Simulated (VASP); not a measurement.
Write the native input for VASP 6.6.1 that does the following.

* Task: single point
* Functional: PBEsol
* Potentials or basis: VASP PAW PBE potentials, release 64 (Hf_pv, Si)
* Cutoff: 520 eV
* k mesh: 6 × 10 × 8
* Occupations: gaussian, width 0.15 eV
* Spin: no spin polarisation
* Dipole correction: no
* Further INCAR settings: ALGO = Normal; EDIFF = 1e-06; NBANDS = 38

The structure of HfSi lies in POSCAR:

```
HfSi
1.0
    7.0264662860      0.0000000000      0.0000000000
    0.0000000000      3.8724290305      0.0000000000
    0.0000000000      0.0000000000      5.2017439112
Hf Si
4 4
Direct
    0.1755908222      0.2500000000      0.1264896848
    0.3244091778      0.7500000000      0.6264896848
    0.6755908222      0.2500000000      0.3735103152
    0.8244091778      0.7500000000      0.8735103152
    0.0430603597      0.2500000000      0.6402012503
    0.4569396403      0.7500000000      0.1402012503
    0.5430603597      0.2500000000      0.8597987497
    0.9569396403      0.7500000000      0.3597987497
```

This cell differs from its parent crystal: strain +0.030 along x and y, +0.000 along z.

The input as run:

INCAR

```
PREC = Accurate ; ENCUT = 520
EDIFF = 1E-6 ; ISMEAR = 0
SIGMA = 0.15 ; LREAL = F
LASPH = T ; NELM = 80
ALGO = Normal ; ISIF = 2
LWAVE = F ; LCHARG = T
GGA = PS ; LELF = T
LVHAR = T ; NBANDS = 38
```

KPOINTS

```
regular mesh
0
Gamma
  6 10 8
```

Potentials or basis: VASP PAW PBE potentials, release 64 (Hf_pv, Si).

Command:

```console
$ cat potpaw_PBE.64/Hf_pv/POTCAR potpaw_PBE.64/Si/POTCAR > POTCAR
$ mpirun -np 1 vasp_std > vasp.out
```

Results of the run:

The pressure is -8.1 GPa. The largest force is 0.198 eV/Å and the band gap on the k mesh is zero (band 28 reaches 7.33 eV, above the bottom of band 29 at 6.88 eV).

Caveat: the cell differs from its parent crystal (strain +0.030 along x and y, +0.000 along z); the PAW data sets were made with another functional, which shifts forces and pressure a little; spin-orbit coupling is left out, which moves the levels of the heavy elements.

It took 8.7 min on 1 thread of Oxide Virtual Turin-like Processor (shared host), peak memory 0.55 GiB.
